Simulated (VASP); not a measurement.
# LiF (P6_3mc) in VASP: notebook, part 2 of 2

VASP 6.6.1. The steps go on from the part before.

## 3. Single point, PBE

This run uses another cell than the first one, of the same volume but with other edges.

INCAR reads:

```
PREC     = Accurate       # precision mode
ENCUT    = 520            # plane-wave cutoff, eV
EDIFF    = 1E-6           # SCF threshold, eV
ISMEAR   = 0              # smearing method
SIGMA    = 0.05           # smearing width, eV
LREAL    = False          # projectors in reciprocal space
LASPH    = True           # aspherical terms in the spheres
NELM     = 80             # most SCF steps
ALGO     = Normal         # electronic algorithm
ISIF     = 2              # what is computed and relaxed
LWAVE    = False          # write WAVECAR
LCHARG   = False          # write CHGCAR
GGA      = PE             # functional
NBANDS   = 18             # bands
```

KPOINTS reads:

```
Automatic mesh
0
Gamma
  9 9 6
```

POSCAR reads:

```
LiF
1.0
    3.1955814611      0.0000000000      0.0000000000
   -1.5977907305      2.7674547252      0.0000000000
    0.0000000000      0.0000000000      4.6904744686
Li F
2 2
Direct
    0.3333333333      0.6666666667      0.3606709794
    0.6666666667      0.3333333333      0.8606709794
    0.3333333333      0.6666666667      0.9939266766
    0.6666666667      0.3333333333      0.4939266766
```

Potentials or basis: VASP PAW PBE potentials, release 64 (Li_sv, F).

Command:

```
cat potpaw_PBE.64/Li_sv/POTCAR potpaw_PBE.64/F/POTCAR > POTCAR
mpirun -np 1 vasp_std > vasp.out
```

It took 16 s on 1 thread of Intel Xeon Platinum 8488C (Sapphire Rapids), shared host; peak memory 0.16 GiB.

Results (log left out):

| Property | Result |
| --- | --- |
| Free energy | -19.1682 eV |
| Largest force | 0.824 eV/Å |
| Band gap on the k mesh | 7.62 eV |

Forces on the atoms (eV/Å):
```
Li   0.000  0.000  0.824
Li   0.000  0.000  0.824
F    0.000  0.000 -0.824
F    0.000  0.000 -0.824
```

Levels at points of the mesh, in eV from the valence-band top:
```tsv
k point	band 6	band 7	band 8	band 9	band 10	band 11	band 12	band 13	band 14	band 15
(0.00, 0.00, 0.00)	-0.45	-0.45	-0.05	-0.05	0.00	7.62	12.19	15.26	17.86	17.86
(0.00, 0.00, 0.50)	-0.98	-0.25	-0.25	-0.25	-0.25	9.30	9.30	18.10	18.10	18.10
```

Caveat: the cutoff is under 1.25 times the usual one of these potentials, so pressure, stress and relaxed cells hold a basis-set (Pulay) error; an odd mesh through Γ misses points on the zone boundary, where band edges can lie.

## 4. Single point, PBE

This run uses another cell than the first one, of the same volume but with other edges.

INCAR reads:

```
PREC = Accurate ; ENCUT = 520
EDIFF = 1E-6 ; ISMEAR = 0
SIGMA = 0.05 ; LREAL = False
LASPH = True ; NELM = 60
ALGO = Normal ; ISIF = 2
LWAVE = False ; LCHARG = True
GGA = PE ; LELF = True
LVHAR = True ; NBANDS = 18
```

KPOINTS reads:

```
regular mesh
0
Gamma
  9 9 6
```

POSCAR reads:

```
LiF
1.0
    3.0932795901      0.0000000000      0.0000000000
   -1.5466397950      2.6788587060      0.0000000000
    0.0000000000      0.0000000000      5.0058543606
Li F
2 2
Direct
    0.3333333333      0.6666666667      0.3606709794
    0.6666666667      0.3333333333      0.8606709794
    0.3333333333      0.6666666667      0.9939266766
    0.6666666667      0.3333333333      0.4939266766
```

Potentials or basis: VASP PAW PBE potentials, release 64 (Li_sv, F).

Command:

```
cat potpaw_PBE.64/Li_sv/POTCAR potpaw_PBE.64/F/POTCAR > POTCAR
mpirun -np 1 vasp_std > vasp.out
```

OUTCAR:

```text
PREC = Accurate
   ENCUT = 520
   EDIFF = 1E-6
   ISMEAR = 0
   LREAL = False
   LASPH = True
   NELM = 60
   ISIF = 2
   GGA = PE

 ion  position               nearest neighbor table
   1  0.333  0.667  0.361-   3 1.84   4 1.91   4 1.91   4 1.91
   2  0.667  0.333  0.861-   4 1.84   3 1.91   3 1.91   3 1.91
   3  0.333  0.667  0.994-   1 1.84   2 1.91   2 1.91   2 1.91
   4  0.667  0.333  0.494-   2 1.84   1 1.91   1 1.91   1 1.91

  LATTYP: Found a hexagonal cell.
 ALAT       =     3.0932795901
 C/A-ratio  =     1.6183000000

  Lattice vectors:

 A1 = (   3.0932795901,   0.0000000000,   0.0000000000)
 A2 = (  -1.5466397950,   2.6788587060,   0.0000000000)
 A3 = (   0.0000000000,   0.0000000000,   5.0058543606)

Analysis of symmetry for initial positions (statically):
=====================================================================
 Subroutine PRICEL returns:
 Original cell was already a primitive cell.

 Routine SETGRP: Setting up the symmetry group for a
 hexagonal supercell.

 Subroutine GETGRP returns: Found 12 space group operations
[... 173 lines left out ...]

 val. band max:       -2.7404137102   @ k =   0.0000   0.0000   0.0000
 cond. band min:       4.9122944603   @ k =   0.0000   0.0000   0.0000
 fundamental gap:      7.6527081706
 Fermi energy:        -2.3604024350

 k-point     1 :       0.0000    0.0000    0.0000
  band No.  band energies     occupation
      1     -43.2191      2.00000
      2     -43.1863      2.00000
      3     -22.0299      2.00000
      4     -21.8696      2.00000
      5      -4.6465      2.00000
      6      -3.0093      2.00000
[... 481 lines left out ...]
      5      -4.4585      2.00000
      6      -3.8596      2.00000
[... 10 lines left out ...]
     17      15.6320      0.00000
     18      17.7847      0.00000

 [... further k-points ...]

------------------------ aborting loop because EDIFF is reached ----------------------------------------

  FORCE on cell =-STRESS in cart. coord.  units (eV):
  Direction    XX          YY          ZZ          XY          YZ          ZX
  --------------------------------------------------------------------------------------
  -------------------------------------------------------------------------------------
  Total       -0.1111356     -0.1111356      0.2132221     -0.0000000     -0.0000000     -0.0000000
  in kB       -4.2925638     -4.2925638      8.2356053     -0.0000000     -0.0000000     -0.0000000
  external PRESSURE =      -0.1165074 kB  Pullay stress =       0.0000000 kB

 VOLUME and BASIS-vectors are now :
 -----------------------------------------------------------------------------
  energy-cutoff  :      520.00
  volume of cell :       41.48
      direct lattice vectors                 reciprocal lattice vectors
     3.093279590  0.000000000  0.000000000     0.323281479  0.186646649  0.000000000
    -1.546639795  2.678858706  0.000000000     0.000000000  0.373293298  0.000000000
     0.000000000  0.000000000  5.005854361     0.000000000  0.000000000  0.199766099

 POSITION                                       TOTAL-FORCE (eV/Angst)
 -----------------------------------------------------------------------------------
     -0.00000      1.78591      1.80547        -0.000000      0.000000      0.232180
      1.54664      0.89295      4.30839        -0.000000      0.000000      0.232180
     -0.00000      1.78591      4.97545         0.000000     -0.000000     -0.232180
      1.54664      0.89295      2.47253         0.000000      0.000000     -0.232180
 -----------------------------------------------------------------------------------
    total drift:                                0.000001      0.000001      0.000590

  FREE ENERGIE OF THE ION-ELECTRON SYSTEM (eV)
  ---------------------------------------------------
  free  energy   TOTEN  =       -19.2822867965 eV

  energy  without entropy=      -19.2822867965  energy(sigma->0) =      -19.28228680
```

Wall time 18 s (1 thread of Intel Xeon Platinum 8488C (Sapphire Rapids), shared host); peak memory 0.16 GiB.

Results:

| Quantity | Value |
| --- | --- |
| Free energy | -19.2823 eV |
| Largest force | 0.232 eV/Å |
| Band gap on the k mesh | 7.65 eV |

Forces on the atoms (eV/Å):
```
Li   0.000  0.000  0.232
Li   0.000  0.000  0.232
F    0.000  0.000 -0.232
F    0.000  0.000 -0.232
```

Caveat: the cutoff is under 1.25 times the usual one of these potentials, so pressure, stress and relaxed cells hold a basis-set (Pulay) error; an odd mesh through Γ misses points on the zone boundary, where band edges can lie.

## 5. Overview

| cell | gap on the mesh (eV) | largest force (eV/Å) |
| --- | --- | --- |
| a = 3.062, b = 3.062, c = 5.109 Å, angles 90.0, 90.0, 120.0°, 4 atoms, atomic positions A | 7.54 | 0.30 |
| a = 3.196, b = 3.196, c = 4.690 Å, angles 90.0, 90.0, 120.0°, 4 atoms, atomic positions B | 7.62 | 0.82 |
| a = 3.093, b = 3.093, c = 5.006 Å, angles 90.0, 90.0, 120.0°, 4 atoms, atomic positions B | 7.65 | 0.23 |

Alike in all rows: task single point; level PBE; potentials or basis VASP PAW PBE potentials, release 64 (Li_sv, F); no spin polarisation; k mesh 9 × 9 × 6; cutoff (eV) 520; smearing gaussian 0.05 eV.

Caveats: the cutoff is under 1.25 times the usual one of these potentials, so pressure, stress and relaxed cells hold a basis-set (Pulay) error; an odd mesh through Γ misses points on the zone boundary, where band edges can lie.

Absolute energies hang on the potentials; compare differences alone.
